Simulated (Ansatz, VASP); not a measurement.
**One calculation of Al2O3, two programs**

```
Al O
1.0
     2.42452    1.39980    4.07110
    -2.42452    1.39980    4.07110
     0.00000   -2.79960    4.07110
Al O
4 6
Direct
  0.85213 0.85213 0.85213
  0.64787 0.64787 0.64787
  0.14787 0.14787 0.14787
  0.35213 0.35213 0.35213
  0.05616 0.44384 0.75000
  0.75000 0.05616 0.44384
  0.44384 0.75000 0.05616
  0.94384 0.55616 0.25000
  0.25000 0.94384 0.55616
  0.55616 0.25000 0.94384
```

Alike in both runs: task single point; functional PBE; k mesh 6 × 6 × 6; occupations gaussian, width 0.05 eV; no spin polarisation.

```csv
,VASP,Ansatz
version,VASP 6.6.1,Ansatz 0.2.0
potentials or method,"VASP PAW PBE potentials, release 64 (Al, O), cutoff 520 eV","scalar-relativistic, plane waves, PAW"
valence electrons in the cell,48,48
```

```tsv
	VASP	Ansatz	Ansatz less VASP
gap on the k mesh at the Fermi level (eV)	5.78	5.79	+0.006
least direct gap on the mesh (eV)	5.78	5.79	+0.006
pressure (GPa)	13.5	13.5	-0.02
traceless stress, the component that is largest in VASP (GPa)	21.33	21.31	-0.020
rms of the force components (eV/Å)	0.280	0.275	-0.0052
```

Atom by atom the forces differ by 0.006 eV/Å (rms over components). With one functional, cell and mesh, what is left measures potentials, basis and numerics.
